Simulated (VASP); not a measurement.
Runs of VASP 6.6.1 on Mg3Te2O. The structure is that of space group P6/mmm (No. 191), or close to it. The cells are those of the table. 

```csv
cell,k mesh,gap on the mesh (eV),pressure (GPa)
"a = 5.950, b = 5.950, c = 4.977 Å, angles 90.0, 90.0, 120.0°, 6 atoms",3 × 3 × 2,none,-0.1
"a = 5.919, b = 5.919, c = 4.978 Å, angles 90.0, 90.0, 120.0°, 6 atoms",3 × 3 × 2,none,0.2
"a = 7.047, b = 7.047, c = 4.070 Å, angles 90.0, 90.0, 120.0°, 6 atoms",3 × 3 × 3,-,(a)
"a = 6.537, b = 6.537, c = 4.328 Å, angles 90.0, 90.0, 120.0°, 6 atoms",3 × 3 × 3,-,-0.1
```

Alike in all rows: task single point; level PBE; potentials or basis VASP PAW PBE potentials, release 64 (Mg, Te, O); no spin polarisation; cutoff (eV) 600; smearing gaussian 0.15 eV.

Estimate the missing entries.

(a) 0.1.

Caveats: all runs use coarse meshes; spin-orbit coupling is left out, which moves the levels of the heavy elements.

A k mesh can miss the band edges, and the runs leave out spin-orbit coupling on Te.

A gap of «none» marks levels without a gap at the run's occupations.
